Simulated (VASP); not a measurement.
Here is a VASP 6.6.1 calculation.

Contents of INCAR:

```
PREC = Accurate ; ENCUT = 520
EDIFF = 1E-6 ; ISMEAR = -1
SIGMA = 0.15 ; LREAL = F
LASPH = T ; NELM = 80
ALGO = Normal ; ISIF = 2
LWAVE = F ; LCHARG = F
NBANDS = 28
```

File KPOINTS:

```
regular mesh
0
Gamma
  6 6 6
```

The input POSCAR:

```
SrAgO3
1.0
    4.2429272800      0.0000000000      0.0000000000
    0.0000000000      4.2429272800      0.0000000000
    0.0000000000      0.0000000000      4.2429272800
Sr Ag O
1 1 3
Direct
    0.0000000000      0.0000000000      0.0000000000
    0.5000000000      0.5000000000      0.5000000000
    0.5000000000      0.5000000000      0.0000000000
    0.5000000000      0.0000000000      0.5000000000
    0.0000000000      0.5000000000      0.5000000000
```

Potentials or basis: VASP PAW LDA potentials, release 64 (Sr_sv, Ag, O).

The run is started by

```sh
$ cat potpaw_LDA.64/Sr_sv/POTCAR potpaw_LDA.64/Ag/POTCAR potpaw_LDA.64/O/POTCAR > POTCAR
$ mpirun -np 1 vasp_std > vasp.out
```

Q: Predict the pressure.

A: -17.1 GPa.

Caveat: an odd number of electrons without spin polarisation forces a metal; a magnetic or distorted state may lie lower.
